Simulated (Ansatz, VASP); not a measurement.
**SnSe2: VASP beside Ansatz**

INCAR

```
ALGO = Normal
EDIFF = 1E-7
ENCUT = 520
GGA = PE
ISIF = 2
ISMEAR = 0
IVDW = 12
LASPH = T
LCHARG = T
LELF = T
LREAL = F
LVHAR = T
LWAVE = F
NBANDS = 20
NELM = 100
PREC = Accurate
SIGMA = 0.05
```

Contents of KPOINTS:

```
k-points
0
Gamma
  12 12 6
```

POSCAR

```
SnSe2
1.0
    3.8109987816      0.0000000000      0.0000000000
   -1.9054993908      3.3004217586      0.0000000000
    0.0000000000      0.0000000000      6.1370000000
Sn Se
1 2
Direct
   -0.0351200870     -0.0257096880      0.0000000000
    0.3597297670      0.6859901972      0.2500000000
    0.6930631003      0.3526568639      0.7500000000
```

Input for Ansatz:

```yaml
crystal:
  lattice:
    - [3.8109987816, 0.0, 0.0]
    - [-1.9054993908, 3.3004217586, 0.0]
    - [0.0, 0.0, 6.137]
  atoms:
    - { symbol: Sn, position: [-0.035120087, -0.025709688, 0.0] }
    - { symbol: Se, position: [0.359729767, 0.6859901972, 0.25] }
    - { symbol: Se, position: [0.6930631003, 0.3526568639, 0.75] }
basis:
  ecutwfc: 420
kpoints:
  mp_grid: { grid: [12, 12, 6] }
hamiltonian:
  xc: pbe
  dispersion: d3bj
scf:
  occupations: { method: gaussian, width: 0.05 }
output:
  forces: true
  stress: true
  eigenvalues: true
```

Change from the starting cell: mode 6 (162.7 1/cm) frozen in, largest displacement -0.120 Å.

Alike in both runs: task single point; functional PBE; dispersion D3(BJ); k mesh 12 × 12 × 6; occupations gaussian, width 0.05 eV; no spin polarisation.

|  | VASP | Ansatz |
| --- | --- | --- |
| version | VASP 6.6.1 | Ansatz 0.2.0 |
| potentials or method | VASP PAW PBE potentials, release 64 (Sn_d, Se), cutoff 520 eV | scalar-relativistic, plane waves, PAW |
| valence electrons in the cell | 26 | 46 |

VASP gave:

- gap on the k mesh at the Fermi level (eV): 0.67
- least direct gap on the mesh (eV): 1.03
- pressure (GPa): 4.2
- traceless stress, the component that is largest in VASP (GPa): -1.46
- rms of the force components (eV/Å): 0.761

What did Ansatz give for the same quantities?

gap on the k mesh at the Fermi level (eV): 0.68; least direct gap on the mesh (eV): 1.04; pressure (GPa): 4.1; traceless stress, the component that is largest in VASP (GPa): -1.46; rms of the force components (eV/Å): 0.755.

Atom by atom the forces differ by 0.008 eV/Å (rms over components). VASP's potentials hold 26 valence electrons a cell and Ansatz's 46, so a difference there can come from the potentials and not from the codes.
